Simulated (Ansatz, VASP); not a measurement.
# Bi: VASP beside Ansatz

Contents of INCAR:

```
ALGO     = Normal         # electronic algorithm
EDIFF    = 1E-8           # SCF threshold, eV
ENCUT    = 520            # plane-wave cutoff, eV
GGA      = PS             # functional
ISIF     = 2              # what is computed and relaxed
ISMEAR   = -1             # smearing method
LASPH    = True           # aspherical terms in the spheres
LCHARG   = False          # write CHGCAR
LEFG     = True         
LREAL    = False          # projectors in reciprocal space
LWAVE    = False          # write WAVECAR
NBANDS   = 22             # bands
NELM     = 60             # most SCF steps
PREC     = Accurate       # precision mode
SIGMA    = 0.08           # smearing width, eV
```

File KPOINTS:

```
k-points
0
Gamma
  9 9 3
```

The input POSCAR:

```
Bi
1.0
    4.5390002997      0.0000000000      0.0000000000
   -2.2695001499      3.9308895674      0.0000000000
    0.0000000000      0.0000000000     11.7107100000
Bi
2
Direct
    0.3333333333      0.6666666667      0.2500000000
    0.6666666667      0.3333333333      0.7500000000
```

Input for Ansatz:

```yaml
crystal:
  lattice:
    - [4.5390002997, 0.0, 0.0]
    - [-2.2695001499, 3.9308895674, 0.0]
    - [0.0, 0.0, 11.71071]
  atoms:
    - { symbol: Bi, position: [0.3333333333, 0.6666666667, 0.25] }
    - { symbol: Bi, position: [0.6666666667, 0.3333333333, 0.75] }
kpoints:
  mp_grid: { grid: [9, 9, 3] }
scf:
  occupations: { method: fermi_dirac, width: 0.08 }
hamiltonian:
  xc: pbesol
  pseudopotentials: { kind: all_electron, datasets: crystal }
output:
  forces: true
  stress: true
  eigenvalues: true
  efg: { contact_densities: true }
```

Change from the starting cell: zz strain of -1 %, crystal datasets.

Alike in both runs: task electric field gradients; functional PBEsol; k mesh 9 × 9 × 3; occupations fermi-dirac, width 0.08 eV; no spin polarisation.

```csv
,VASP,Ansatz
version,VASP 6.6.1,Ansatz 0.2.0
potentials or method,"VASP PAW PBE potentials, release 64 (Bi_d), cutoff 520 eV","all-electron PAW with datasets made for the crystal, scalar-relativistic"
```

|  | VASP | Ansatz | Ansatz less VASP |
| --- | --- | --- | --- |
| pressure (GPa) | -3.5 | -3.5 | +0.03 |
| traceless stress, the component that is largest in VASP (GPa) | 3.08 | 3.08 | -0.001 |
| size of Vzz on the site where it differs most (V/Å²) | 222.2 | 220.6 | -1.60 |

VASP's potentials were made for PBE, not for PBEsol. Ansatz ran all-electron here, and VASP with PAW potentials. Ansatz's warnings: printed levels off.

Spin-orbit coupling is off throughout.
